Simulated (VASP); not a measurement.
# TaN (P-6m2) in VASP: notebook, part 3 of 3

VASP 6.6.1. The steps go on from the part before.

**6. Single point, LDA**

Input file INCAR:

```
SYSTEM = TaN
PREC = Accurate
ENCUT = 600
EDIFF = 1E-6
ISMEAR = -1
SIGMA = 0.1
LREAL = .False.
LASPH = .True.
NELM = 120
ALGO = Normal
ISIF = 2
LWAVE = .False.
LCHARG = .False.
NBANDS = 15
GGA_COMPAT = .False.
```

Input file KPOINTS:

```
regular mesh
0
Gamma
  8 8 7
  0 0 0
```

Input file POSCAR:

```
TaN
1.0
    2.9380000000      0.0000000000      0.0000000000
   -1.4690000000      2.5443826400      0.0000000000
    0.0000000000      0.0000000000      2.8830000000
Ta N
1 1
Direct
    0.3333333333      0.6666666667      0.5000000000
    0.0000000000      0.0000000000      0.0000000000
```

Potentials or basis: VASP PAW LDA potentials, release 64 (Ta_pv, N).

Started as:

```
cat potpaw_LDA.64/Ta_pv/POTCAR potpaw_LDA.64/N/POTCAR > POTCAR
mpirun -np 1 vasp_std > vasp.out
```

OUTCAR:

```text
SYSTEM = TaN
   PREC = Accurate
   ENCUT = 600
   EDIFF = 1E-6
   ISMEAR = -1
   LREAL = .False.
   LASPH = .True.
   NELM = 120
   ISIF = 2

 ion  position               nearest neighbor table
   1  0.333  0.667  0.500-   2 2.23   2 2.23   2 2.23   2 2.23   2 2.23   2 2.23
   2  0.000  0.000  0.000-   1 2.23   1 2.23   1 2.23   1 2.23   1 2.23   1 2.23

  LATTYP: Found a hexagonal cell.
 ALAT       =     2.9380000000
 C/A-ratio  =     0.9812797822

  Lattice vectors:

 A1 = (   2.9380000000,   0.0000000000,   0.0000000000)
 A2 = (  -1.4690000000,   2.5443826400,   0.0000000000)
 A3 = (   0.0000000000,   0.0000000000,   2.8830000000)

Analysis of symmetry for initial positions (statically):
=====================================================================
 Subroutine PRICEL returns:
 Original cell was already a primitive cell.

 Routine SETGRP: Setting up the symmetry group for a
 hexagonal supercell.

 Subroutine GETGRP returns: Found 12 space group operations
 (whereof 12 operations were pure point group operations)
 out of a pool of 24 trial point group operations.

The static configuration has the point symmetry D_3h.

Analysis of symmetry for dynamics (positions and initial velocities):
=====================================================================
 Subroutine PRICEL returns:
 Original cell was already a primitive cell.

 Routine SETGRP: Setting up the symmetry group for a
 hexagonal supercell.

 Subroutine GETGRP returns: Found 12 space group operations
 (whereof 12 operations were pure point group operations)
 out of a pool of 24 trial point group operations.

The dynamic configuration has the point symmetry D_3h.

 Subroutine INISYM returns: Found 12 space group operations
 (whereof 12 operations are pure point group operations),
 and found     1 'primitive' translations

----------------------------------------------------------------------------------------

                                     Primitive cell

  volume of cell :      21.5516

  direct lattice vectors                    reciprocal lattice vectors
     2.938000000  0.000000000  0.000000000     0.340367597  0.196511323  0.000000000
    -1.469000000  2.544382640  0.000000000     0.000000000  0.393022647  0.000000000
     0.000000000  0.000000000  2.883000000     0.000000000  0.000000000  0.346860909

  length of vectors
     2.938000000  2.938000003  2.883000000     0.393022647  0.393022647  0.346860909

  position of ions in fractional coordinates (direct lattice)
     0.333333333  0.666666667  0.500000000
     0.000000000  0.000000000  0.000000000

  ion indices of the primitive-cell ions
   primitive index   ion index
                 1           1
                 2           2

----------------------------------------------------------------------------------------

 KPOINTS: regular mesh

Automatic generation of k-mesh.
 Grid dimensions read from file:
 generate k-points for:    8    8    7

 Generating k-lattice:

  Cartesian coordinates                     Fractional coordinates (reciprocal lattice)
     0.042545950  0.024563915  0.000000000     0.125000000  0.000000000  0.000000000
     0.000000000  0.049127831  0.000000000     0.000000000  0.125000000  0.000000000
     0.000000000  0.000000000  0.049551558     0.000000000  0.000000000  0.142857143

  Length of vectors
     0.049127831  0.049127831  0.049551558

  Shift w.r.t. Gamma in fractional coordinates (k-lattice)
     0.000000000  0.000000000  0.000000000

 Subroutine IBZKPT returns following result:
 ===========================================

 Found     40 irreducible k-points:

 Following reciprocal coordinates:
            Coordinates               Weight
  0.000000  0.000000  0.000000      1.000000
  0.125000  0.000000  0.000000      6.000000
  0.250000  0.000000  0.000000      6.000000
  0.375000  0.000000  0.000000      6.000000
  0.500000  0.000000  0.000000      3.000000
  0.125000  0.125000  0.000000      6.000000
[... 16 lines left out ...]
  0.250000  0.000000  0.285714     12.000000
  0.375000  0.000000  0.285714     12.000000
 [... further k-points ...]
   k-points           NKPTS =     40   k-points in BZ     NKDIM =     40   number of bands    NBANDS=     15
   number of dos      NEDOS =    301   number of ions     NIONS =      2
   total plane-waves  NPLWV =  13824
   dimension x,y,z NGX =    24 NGY =   24 NGZ =   24
   dimension x,y,z NGXF=    48 NGYF=   48 NGZF=   48
   ions per type =               1   1
   NGX,Y,Z   is equivalent  to a cutoff of  13.58, 13.58, 13.84 a.u.
   NGXF,Y,Z  is equivalent  to a cutoff of  27.16, 27.16, 27.68 a.u.
 SYSTEM =  TaN
   PREC   = accura    normal or accurate (medium, high low for compatibility)
   ISTART =      0    job   : 0-new  1-cont  2-samecut
   ICHARG =      2    charge: 1-file 2-atom 10-const
   ISPIN  =      1    spin polarized calculation?
   LNONCOLLINEAR =      F non collinear calculations
   LSORBIT =      F    spin-orbit coupling
   LASPH  =      T    aspherical Exc in radial PAW
   ENCUT  =  600.0 eV  44.10 Ry    6.64 a.u.   5.87  5.87  5.76*2*pi/ulx,y,z
   NELM   =    120;   NELMIN=  2; NELMDL= -5     # of ELM steps
   EDIFF  = 0.1E-05   stopping-criterion for ELM
   LREAL  =      F    real-space projection
   EDIFFG = 0.1E-04   stopping-criterion for IOM
   NSW    =      0    number of steps for IOM
   IBRION =     -1    ionic relax: 0-MD 1-quasi-New 2-CG
   NFREE  =      0    steps in history (QN), initial steepest desc. (CG)
   ISIF   =      2    stress and relaxation
   ISYM   =      2    0-nonsym 1-usesym 2-fastsym
   POTIM  = 0.5000    time-step for ionic-motion
   TEBEG  =    0.0;   TEEND  =   0.0 temperature during run
   PSTRESS=    0.0 pullay stress
   NELECT =      16.0000    total number of electrons
   NUPDOWN=      -1.0000    fix difference up-down
   EMIN   =  10.00;   EMAX   =-10.00  energy-range for DOS
   EFERMI =   0.00;   METHOD = LEGACY
   ISMEAR =    -1;   SIGMA  =   0.10  broadening in eV -4-tet -1-fermi 0-gaus
   EFERMI_NEDOS =   21; number of points for ismear=-14 and -15
   IALGO  =     38    algorithm
   IMIX   =      4    mixing-type and parameters
     AMIX     =   0.40;   BMIX     =  1.00
     AMIX_MAG =   1.60;   BMIX_MAG =  1.00
  volume/ion in A,a.u.               =      10.78        72.72
  Fermi-wavevector in a.u.,A,eV,Ry     =   1.482365  2.801264 29.897531  2.197407
  Thomas-Fermi vector in A             =   2.596160
   LORBIT       =      0    0 simple, 1 ext, 2 COOP (PROOUT), +10 PAW based schemes
   GGA     = CA    functional components
   LHFCALC =     F    Hartree Fock is set to
   AEXX    =    0.0000 exact exchange contribution
   IVDW    =     0    specifies the selected vdW correction
   LEPSILON=     F    determine dielectric tensor
   LRPA    =     F    only Hartree local field effects (RPA)
 non-spin polarized calculation
  energy-cutoff  :      600.00
  volume of cell :       21.55
 maximum number of plane-waves:       728
 NGX is ok and might be reduce to    24
   NGX = 11   NGY = 11   NGZ = 11

 number of electron      16.0000001 magnetization

 Free energy of the ion-electron system (eV)
  ---------------------------------------------------
  ext. energy  EPLUGINS =         0.00000000
  ---------------------------------------------------
  free energy    TOTEN  =       -24.70105842 eV

  energy without entropy =      -24.69839321  energy(sigma->0) =      -24.69972581

 E-fermi :   8.1914     XC(G=0): -13.5825

 val. band max:        8.0299351003   @ k =   0.0000   0.0000   0.4286
 cond. band min:       8.3440698239   @ k =   0.0000   0.0000   0.2857
 fundamental gap:      0.3141347236
 Fermi energy:         8.1914162545

 k-point     1 :       0.0000    0.0000    0.0000
  band No.  band energies     occupation
      1     -26.5261      2.00000
      2     -26.2563      2.00000
      3     -26.2563      2.00000
      4      -9.4301      2.00000
      5       3.5635      2.00000
      6       3.5635      2.00000
      7       3.9094      2.00000
      8       5.2326      2.00000
      9      10.4736      0.00000
     10      11.6883      0.00000
     11      11.6883      0.00000
     12      12.0372      0.00000
     13      12.0372      0.00000
     14      20.4922      0.00000
     15      21.2918      0.00000
[... 397 lines left out ...]
 k-point    24 :       0.3750    0.0000    0.2857
  band No.  band energies     occupation
      1     -27.0701      2.00000
      2     -26.9223      2.00000
      3     -26.4003      2.00000
      4      -7.3026      2.00000
      5       0.4031      2.00000
      6       2.6761      2.00000
      7       3.3771      2.00000
      8       6.6921      2.00000
      9      10.7786      0.00000
     10      11.6004      0.00000
     11      13.0945      0.00000
     12      14.3638      0.00000
     13      17.3067      0.00000
     14      20.4941      0.00000
     15      20.8193      0.00000

 [... further k-points ...]
[... 5 lines left out ...]
  --------------------------------------------------------------------------------------
  -------------------------------------------------------------------------------------
  Total       -1.2416270     -1.2416270     -1.4845622     -0.0000000     -0.0000000      0.0000000
  in kB      -92.3045022    -92.3045025   -110.3646858     -0.0000000     -0.0000000      0.0000000
  external PRESSURE =     -98.3245635 kB  Pullay stress =       0.0000000 kB

 VOLUME and BASIS-vectors are now :
 -----------------------------------------------------------------------------
  energy-cutoff  :      600.00
  volume of cell :       21.55
      direct lattice vectors                 reciprocal lattice vectors
     2.938000000  0.000000000  0.000000000     0.340367597  0.196511323  0.000000000
    -1.469000000  2.544382640  0.000000000     0.000000000  0.393022647  0.000000000
     0.000000000  0.000000000  2.883000000     0.000000000  0.000000000  0.346860909

 POSITION                                       TOTAL-FORCE (eV/Angst)
 -----------------------------------------------------------------------------------
     -0.00000      1.69626      1.44150         0.000000      0.000000      0.000000
      0.00000      0.00000      0.00000        -0.000000     -0.000000      0.000000
 -----------------------------------------------------------------------------------
    total drift:                                0.000000      0.000000     -0.000000

  FREE ENERGIE OF THE ION-ELECTRON SYSTEM (eV)
  ---------------------------------------------------
  free  energy   TOTEN  =       -24.7010584168 eV

  energy  without entropy=      -24.6983932051  energy(sigma->0) =      -24.69972581
```

OSZICAR:

```text
N       E                     dE             d eps       ncg     rms          rms(c)
DAV:   1     0.952671161690E+02    0.95267E+02   -0.95456E+03  1216   0.125E+03
DAV:   2    -0.242942673500E+02   -0.11956E+03   -0.11288E+03  1452   0.321E+02
DAV:   3    -0.272487338100E+02   -0.29545E+01   -0.29399E+01  1431   0.449E+01
DAV:   4    -0.272601471491E+02   -0.11413E-01   -0.11407E-01  1508   0.315E+00
DAV:   5    -0.272602170137E+02   -0.69865E-04   -0.69863E-04  1452   0.230E-01    0.234E+01
DAV:   6    -0.248449034600E+02    0.24153E+01   -0.43129E+00  1424   0.234E+01    0.985E+00
DAV:   7    -0.247430055422E+02    0.10190E+00   -0.55035E-01  1270   0.565E+00    0.678E+00
DAV:   8    -0.247076296928E+02    0.35376E-01   -0.15794E-01  1375   0.333E+00    0.135E+00
DAV:   9    -0.247012827916E+02    0.63469E-02   -0.13487E-02  1305   0.940E-01    0.182E-01
DAV:  10    -0.247011356981E+02    0.14709E-03   -0.70607E-04  1438   0.317E-01    0.125E-01
DAV:  11    -0.247010576240E+02    0.78074E-04   -0.11395E-04  1305   0.962E-02    0.152E-02
DAV:  12    -0.247010584168E+02   -0.79278E-06   -0.87145E-06  1326   0.242E-02
   1 F= -.24701058E+02 E0= -.24699726E+02  d E =-.266521E-02
```

Run time: 4.5 s. Hardware: 1 thread of Intel Xeon 6975P-C (Granite Rapids), shared host; peak memory 0.14 GiB.

What came out:

| Item | Value |
| --- | --- |
| Free energy | -24.7011 eV |
| Pressure | -9.8 GPa |
| Band gap on the k mesh | zero (band 8 reaches 8.34 eV, above the bottom of band 9 at 8.03 eV) |

Stress tensor (GPa, compression positive):
```
 -9.23   0.00   0.00
  0.00  -9.23   0.00
  0.00   0.00 -11.04
```

Caveat: spin-orbit coupling is left out, which moves the levels of the heavy elements.

**7. Overview**

| k mesh | gap on the mesh (eV) | pressure (GPa) |
| --- | --- | --- |
| 3 × 3 × 3 | none | -6.2 |
| 4 × 4 × 4 | none | -9.3 |
| 5 × 5 × 4 | none | -9.7 |
| 6 × 6 × 5 | none | -9.9 |
| 8 × 8 × 7 | none | -9.8 |

Alike in all rows: task single point; level LDA; potentials or basis VASP PAW LDA potentials, release 64 (Ta_pv, N); no spin polarisation; cell as given; cutoff (eV) 600; smearing fermi-dirac 0.1 eV.

Caveats: some runs use coarse meshes; spin-orbit coupling is left out, which moves the levels of the heavy elements.

Total energies depend on the potentials used, so only differences within one code and one set of settings carry meaning.
